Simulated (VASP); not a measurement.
# Ca8Se7 (a cell with a defect) in VASP: single point with PBE

Aim: the single point of Ca8Se7 (a cell with a defect) with PBE.

All numbers are computed with VASP 6.6.1; they aren't measurements. Logs are shortened: lines on timing, memory, paths and dates and some standing lists are left out, and cuts for length are marked.

### Step 1. The cell of the first run

The cell holds a defect, 15 atoms: a = 8.337 Å, b = 8.337 Å, c = 8.337 Å, α = 60.00°, β = 60.00°, γ = 60.00°.

### Step 2. Single point, PBE

Contents of INCAR:

```
SYSTEM = Ca8Se7
  PREC = Accurate
  ENCUT = 400
  EDIFF = 1E-6
  ISMEAR = -1
  SIGMA = 0.05
  LREAL = .False.
  LASPH = .True.
  NELM = 120
  ALGO = Normal
  ISIF = 2
  LWAVE = .False.
  LCHARG = .True.
  GGA = PE
  LELF = .True.
  LVHAR = .True.
  NBANDS = 74
  GGA_COMPAT = .False.
```

Contents of KPOINTS:

```
regular mesh
0
Gamma
  2 2 2
  0 0 0
```

Contents of POSCAR:

```
Ca8Se7
1.0
    0.0000000000      5.8953040000      5.8953040000
    5.8953040000      0.0000000000      5.8953040000
    5.8953040000      5.8953040000      0.0000000000
Ca Se
8 7
Direct
   -0.0173632267      0.0380415497     -0.0033369780
   -0.0091126768      0.0011602455      0.4999358812
    0.0581777462      0.5006455138     -0.0005439075
   -0.0174126729      0.4979393768      0.5368628997
    0.5169719831     -0.0369565335      0.0029862752
    0.5079779601      0.0011610088      0.4999383408
    0.4416933376      0.5006397465     -0.0005534066
    0.5169416200      0.5042515195      0.4618391181
    0.2495465035      0.2270962617      0.2737785023
    0.2735202459      0.2464470026      0.7452100859
    0.2247076656      0.7560790758      0.2548428376
    0.2495420932      0.7749962513      0.7258829231
    0.7481001828      0.5025130171      0.0012487906
    0.7348042612      0.2464467481      0.7452072870
    0.7643465884      0.7560817050      0.2548429224
```

Potentials or basis: VASP PAW PBE potentials, release 64 (Ca_sv, Se).

Run with:

```console
> cat potpaw_PBE.64/Ca_sv/POTCAR potpaw_PBE.64/Se/POTCAR > POTCAR
> mpirun -np 1 vasp_std > vasp.out
```

OUTCAR:

```text
SYSTEM = Ca8Se7
   PREC = Accurate
   ENCUT = 400
   EDIFF = 1E-6
   ISMEAR = -1
   LREAL = .False.
   LASPH = .True.
   NELM = 120
   ISIF = 2
   GGA = PE

 ion  position               nearest neighbor table
   1  0.983  0.038  0.997-  15 2.96  11 2.96  14 2.96  10 2.96
   2  0.991  0.001  0.500-   9 2.86  12 2.86  11 2.89  14 2.89
   3  0.058  0.501  0.999-  13 2.57   9 2.79  12 2.79
   4  0.983  0.498  0.537-  11 2.96  15 2.96  14 2.96  10 2.96
   5  0.517  0.963  0.003-  11 2.96  15 2.96  10 2.97  14 2.97
   6  0.508  0.001  0.500-   9 2.86  12 2.86  15 2.89  10 2.89
   7  0.442  0.501  0.999-  13 2.57   9 2.79  12 2.79
   8  0.517  0.504  0.462-  11 2.96  15 2.96  10 2.97  14 2.97
   9  0.250  0.227  0.274-   7 2.79   3 2.79   6 2.86   2 2.86
  10  0.274  0.246  0.745-   6 2.89   1 2.96   4 2.96   8 2.97   5 2.97
  11  0.225  0.756  0.255-   2 2.89   1 2.96   4 2.96   8 2.96   5 2.96
  12  0.250  0.775  0.726-   7 2.79   3 2.79   6 2.86   2 2.86
  13  0.748  0.503  0.001-   7 2.57   3 2.57
  14  0.735  0.246  0.745-   2 2.89   4 2.96   1 2.96   8 2.97   5 2.97
  15  0.764  0.756  0.255-   6 2.89   1 2.96   4 2.96   8 2.96   5 2.96

  LATTYP: Found a face centered cubic cell.
 ALAT       =    11.7906080000

  Lattice vectors:

 A1 = (   0.0000000000,   5.8953040000,   5.8953040000)
 A2 = (   5.8953040000,   0.0000000000,   5.8953040000)
 A3 = (   5.8953040000,   5.8953040000,   0.0000000000)

Analysis of symmetry for initial positions (statically):
=====================================================================
 Subroutine PRICEL returns:
 Original cell was already a primitive cell.

 Routine SETGRP: Setting up the symmetry group for a
 face centered cubic supercell.

 Subroutine GETGRP returns: Found  1 space group operations
 (whereof  1 operations were pure point group operations)
 out of a pool of 48 trial point group operations.

The static configuration has the point symmetry C_1 .

Analysis of symmetry for dynamics (positions and initial velocities):
=====================================================================
 Subroutine PRICEL returns:
 Original cell was already a primitive cell.

 Routine SETGRP: Setting up the symmetry group for a
 face centered cubic supercell.

 Subroutine GETGRP returns: Found  1 space group operations
 (whereof  1 operations were pure point group operations)
 out of a pool of 48 trial point group operations.

The dynamic configuration has the point symmetry C_1 .

 Subroutine INISYM returns: Found  1 space group operations
 (whereof  1 operations are pure point group operations),
 and found     1 'primitive' translations

----------------------------------------------------------------------------------------

                                     Primitive cell

  volume of cell :     409.7780

  direct lattice vectors                    reciprocal lattice vectors
     0.000000000  5.895304000  5.895304000    -0.084813268  0.084813268  0.084813268
     5.895304000  0.000000000  5.895304000     0.084813268 -0.084813268  0.084813268
     5.895304000  5.895304000  0.000000000     0.084813268  0.084813268 -0.084813268

  length of vectors
     8.337218871  8.337218871  8.337218871     0.146900890  0.146900890  0.146900890

  position of ions in fractional coordinates (direct lattice)
     0.982636773  0.038041550  0.996663022
     0.990887323  0.001160246  0.499935881
     0.058177746  0.500645514  0.999456092
     0.982587327  0.497939377  0.536862900
     0.516971983  0.963043466  0.002986275
     0.507977960  0.001161009  0.499938341
     0.441693338  0.500639746  0.999446593
     0.516941620  0.504251520  0.461839118
     0.249546503  0.227096262  0.273778502
     0.273520246  0.246447003  0.745210086
     0.224707666  0.756079076  0.254842838
     0.249542093  0.774996251  0.725882923
     0.748100183  0.502513017  0.001248791
     0.734804261  0.246446748  0.745207287
     0.764346588  0.756081705  0.254842922

  ion indices of the primitive-cell ions
   primitive index   ion index
                 1           1
                 2           2
                 3           3
                 4           4
                 5           5
                 6           6
                 7           7
                 8           8
                 9           9
                10          10
                11          11
                12          12
                13          13
                14          14
                15          15

----------------------------------------------------------------------------------------

 KPOINTS: regular mesh

Automatic generation of k-mesh.
 Grid dimensions read from file:
 generate k-points for:    2    2    2

 Generating k-lattice:

  Cartesian coordinates                     Fractional coordinates (reciprocal lattice)
    -0.042406634  0.042406634  0.042406634     0.500000000  0.000000000  0.000000000
     0.042406634 -0.042406634  0.042406634     0.000000000  0.500000000  0.000000000
     0.042406634  0.042406634 -0.042406634     0.000000000  0.000000000  0.500000000

  Length of vectors
     0.073450445  0.073450445  0.073450445

  Shift w.r.t. Gamma in fractional coordinates (k-lattice)
     0.000000000  0.000000000  0.000000000

 Subroutine IBZKPT returns following result:
 ===========================================

 Found      8 irreducible k-points:

 Following reciprocal coordinates:
            Coordinates               Weight
  0.000000  0.000000  0.000000      1.000000
  0.500000  0.000000  0.000000      1.000000
  0.000000  0.500000  0.000000      1.000000
  0.000000  0.000000  0.500000      1.000000
  0.500000  0.500000  0.500000      1.000000
  0.500000  0.500000  0.000000      1.000000
  0.000000  0.500000  0.500000      1.000000
  0.500000  0.000000  0.500000      1.000000
   k-points           NKPTS =      8   k-points in BZ     NKDIM =      8   number of bands    NBANDS=     74
   number of dos      NEDOS =    301   number of ions     NIONS =     15
   total plane-waves  NPLWV = 157464
   dimension x,y,z NGX =    54 NGY =   54 NGZ =   54
   dimension x,y,z NGXF=   108 NGYF=  108 NGZF=  108
   ions per type =               8   7
   NGX,Y,Z   is equivalent  to a cutoff of  10.77, 10.77, 10.77 a.u.
   NGXF,Y,Z  is equivalent  to a cutoff of  21.54, 21.54, 21.54 a.u.
 SYSTEM =  Ca8Se7
   PREC   = accura    normal or accurate (medium, high low for compatibility)
   ISTART =      0    job   : 0-new  1-cont  2-samecut
   ICHARG =      2    charge: 1-file 2-atom 10-const
   ISPIN  =      1    spin polarized calculation?
   LNONCOLLINEAR =      F non collinear calculations
   LSORBIT =      F    spin-orbit coupling
   LASPH  =      T    aspherical Exc in radial PAW
   ENCUT  =  400.0 eV  29.40 Ry    5.42 a.u.  13.60 13.60 13.60*2*pi/ulx,y,z
   NELM   =    120;   NELMIN=  2; NELMDL= -5     # of ELM steps
   EDIFF  = 0.1E-05   stopping-criterion for ELM
   LREAL  =      F    real-space projection
   EDIFFG = 0.1E-04   stopping-criterion for IOM
   NSW    =      0    number of steps for IOM
   IBRION =     -1    ionic relax: 0-MD 1-quasi-New 2-CG
   NFREE  =      0    steps in history (QN), initial steepest desc. (CG)
   ISIF   =      2    stress and relaxation
   ISYM   =      2    0-nonsym 1-usesym 2-fastsym
   POTIM  = 0.5000    time-step for ionic-motion
   TEBEG  =    0.0;   TEEND  =   0.0 temperature during run
   PSTRESS=    0.0 pullay stress
   NELECT =     122.0000    total number of electrons
   NUPDOWN=      -1.0000    fix difference up-down
   EMIN   =  10.00;   EMAX   =-10.00  energy-range for DOS
   EFERMI =   0.00;   METHOD = LEGACY
   ISMEAR =    -1;   SIGMA  =   0.05  broadening in eV -4-tet -1-fermi 0-gaus
   EFERMI_NEDOS =   21; number of points for ismear=-14 and -15
   IALGO  =     38    algorithm
   IMIX   =      4    mixing-type and parameters
     AMIX     =   0.40;   BMIX     =  1.00
     AMIX_MAG =   1.60;   BMIX_MAG =  1.00
  volume/ion in A,a.u.               =      27.32       184.35
  Fermi-wavevector in a.u.,A,eV,Ry     =   1.093147  2.065748 16.258559  1.194970
  Thomas-Fermi vector in A             =   2.229427
   LORBIT       =      0    0 simple, 1 ext, 2 COOP (PROOUT), +10 PAW based schemes
   GGA     = PE    functional components
   LHFCALC =     F    Hartree Fock is set to
   AEXX    =    0.0000 exact exchange contribution
   IVDW    =     0    specifies the selected vdW correction
   LEPSILON=     F    determine dielectric tensor
   LRPA    =     F    only Hartree local field effects (RPA)
 non-spin polarized calculation
  energy-cutoff  :      400.00
  volume of cell :      409.78
 maximum number of plane-waves:      7456
   NGX = 27   NGY = 27   NGZ = 27

 number of electron     121.9999993 magnetization

 Free energy of the ion-electron system (eV)
  ---------------------------------------------------
  ext. energy  EPLUGINS =         0.00000000
  ---------------------------------------------------
  free energy    TOTEN  =       -65.03397382 eV

  energy without entropy =      -64.95700998  energy(sigma->0) =      -64.99549190

 E-fermi :   4.4367     XC(G=0):  -8.9274

 val. band max:        4.4080722078   @ k =   0.0000   0.0000   0.0000
 cond. band min:       4.4498691707   @ k =   0.5000   0.0000   0.5000
 fundamental gap:      0.0417969629
 Fermi energy:         4.4367337843

 k-point     1 :       0.0000    0.0000    0.0000
  band No.  band energies     occupation
      1     -37.8021      2.00000
      2     -37.7991      2.00000
      3     -37.7983      2.00000
      4     -37.7953      2.00000
      5     -37.6142      2.00000
      6     -37.6119      2.00000
[... 65 lines left out ...]
     72       6.5630      0.00000
     73       6.6448      0.00000
[... 530 lines left out ...]
     72       6.7168      0.00000
     73       6.7258      0.00000
 [bands above 73 left out]

------------------------ aborting loop because EDIFF is reached ----------------------------------------

  FORCE on cell =-STRESS in cart. coord.  units (eV):
  Direction    XX          YY          ZZ          XY          YZ          ZX
  --------------------------------------------------------------------------------------
  -------------------------------------------------------------------------------------
  Total       -1.3366721     10.0260845     10.0258863     -0.0002699      5.6756458      0.0001328
  in kB       -5.2262101     39.2006557     39.1998807     -0.0010552     22.1910196      0.0005191
  external PRESSURE =      24.3914421 kB  Pullay stress =       0.0000000 kB

 VOLUME and BASIS-vectors are now :
 -----------------------------------------------------------------------------
  energy-cutoff  :      400.00
  volume of cell :      409.78
      direct lattice vectors                 reciprocal lattice vectors
     0.000000000  5.895304000  5.895304000    -0.084813268  0.084813268  0.084813268
     5.895304000  0.000000000  5.895304000     0.084813268 -0.084813268  0.084813268
     5.895304000  5.895304000  0.000000000     0.084813268  0.084813268 -0.084813268

 POSITION                                       TOTAL-FORCE (eV/Angst)
 -----------------------------------------------------------------------------------
      6.09990     11.66857      6.01721         0.027410     -0.006153      0.006132
      2.95411      8.78886      5.84842         0.000544     -0.000709     -0.000410
      8.84356      6.23507      3.29443         0.004069     -0.022717     -0.022200
      6.10047      8.95762      8.72815         0.026593      0.006099     -0.006095
      5.69504      3.06531      8.72514        -0.022662      0.002818     -0.002799
      2.95413      5.94197      3.00153         0.000505      0.000502      0.000782
      8.84346      8.49596      5.55534         0.004161      0.022106      0.022605
      5.69540      5.77021      6.02024        -0.023222     -0.002718      0.002727
      2.95281      3.08516      2.80995         0.001190      0.019020     -0.019009
      5.84612      6.00572      3.06536         0.011478     -0.005980     -0.006164
      5.95969      2.82710      5.78204        -0.015718      0.009443      0.009186
      8.84814      5.75043      6.03997         0.001072     -0.018493      0.018547
      2.96983      4.41764      7.37274        -0.011229     -0.000024      0.000439
      5.84610      8.72512      5.78477         0.011465      0.006063      0.005828
      5.95971      6.00843      8.96339        -0.015657     -0.009257     -0.009568
 -----------------------------------------------------------------------------------
    total drift:                               -0.000093     -0.000038     -0.000018

  FREE ENERGIE OF THE ION-ELECTRON SYSTEM (eV)
  ---------------------------------------------------
  free  energy   TOTEN  =       -65.0339738187 eV

  energy  without entropy=      -64.9570099804  energy(sigma->0) =      -64.99549190
```

It took 4.1 min on 1 thread of Oxide Virtual Turin-like, shared host; peak memory 0.39 GiB.

Results:

```
Free energy            : -65.0340 eV
Pressure               : 2.4 GPa
Largest force          : 0.032 eV/Å
Band gap on the k mesh : zero (bands 61 and 62 overlap by 0.04 eV)
```

Forces in eV/Å, atoms in the order of the input:
```
Ca   0.027 -0.006  0.006
Ca   0.001 -0.001  0.000
Ca   0.004 -0.023 -0.022
Ca   0.027  0.006 -0.006
Ca  -0.023  0.003 -0.003
Ca   0.001  0.001  0.001
Ca   0.004  0.022  0.023
Ca  -0.023 -0.003  0.003
Se   0.001  0.019 -0.019
Se   0.011 -0.006 -0.006
Se  -0.016  0.009  0.009
Se   0.001 -0.018  0.019
Se  -0.011  0.000  0.000
Se   0.011  0.006  0.006
Se  -0.016 -0.009 -0.010
```

Stress tensor (GPa, compression positive):
```
-0.52  0.00  0.00
 0.00  3.92  2.22
 0.00  2.22  3.92
```

Levels at points of the mesh, in eV from the Fermi level:
| k point | band 57 | band 58 | band 59 | band 60 | band 61 | band 62 | band 63 | band 64 | band 65 | band 66 |
| --- | --- | --- | --- | --- | --- | --- | --- | --- | --- | --- |
| (0.00, 0.00, 0.00) | -3.16 | -2.78 | -2.56 | -2.51 | -1.04 | -0.03 | 0.09 | 0.36 | 1.02 | 1.18 |
| (0.50, 0.00, 0.00) | -3.20 | -3.12 | -2.97 | -2.51 | -0.47 | 0.17 | 0.29 | 0.87 | 0.98 | 1.16 |
| (0.00, 0.50, 0.00) | -3.16 | -2.99 | -2.90 | -2.82 | -0.04 | 0.08 | 0.76 | 0.85 | 0.89 | 1.11 |
| (0.00, 0.00, 0.50) | -3.16 | -2.99 | -2.90 | -2.82 | -0.04 | 0.08 | 0.76 | 0.85 | 0.89 | 1.11 |
| (0.50, 0.50, 0.50) | -3.20 | -3.12 | -2.97 | -2.51 | -0.47 | 0.17 | 0.29 | 0.87 | 0.98 | 1.16 |
| (0.50, 0.50, 0.00) | -3.16 | -3.04 | -3.04 | -2.36 | 0.01 | 0.05 | 0.34 | 0.39 | 0.65 | 1.05 |
| (0.00, 0.50, 0.50) | -3.03 | -3.01 | -2.85 | -2.79 | -0.69 | 0.41 | 0.55 | 0.56 | 0.96 | 1.16 |
| (0.50, 0.00, 0.50) | -3.16 | -3.04 | -3.04 | -2.36 | 0.01 | 0.05 | 0.34 | 0.39 | 0.65 | 1.05 |

Caveat: the k points lie up to 0.46 Å⁻¹ apart.

The gap in the log of VASP goes by the Fermi energy; the results here count the filled bands.